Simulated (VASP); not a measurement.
Ta:

```
CELL_PARAMETERS angstrom
-1.65336 1.65336 1.65336
1.65336 -1.65336 1.65336
1.65336 1.65336 -1.65336
ATOMIC_POSITIONS crystal
Ta 0.00000 0.00000 0.00000
```

Base run:

* Program: VASP 6.6.1
* Functional: r2SCAN
* Potentials or basis: VASP PAW PBE potentials, release 64 (Ta_pv)
* Cutoff: 520 eV
* k mesh: 11 × 11 × 11
* Occupations: fermi-dirac, width 0.1 eV
* Spin: no spin polarisation

Its results: pressure 0.2 GPa.

Task: The run is repeated on the same cell with these changes: k mesh from 11 × 11 × 11 to 2 × 2 × 2. What comes out?

Result: Pressure -27.4 GPa.

Caveats: some runs use coarse meshes; the PAW data sets were made with another functional, which shifts forces and pressure a little.
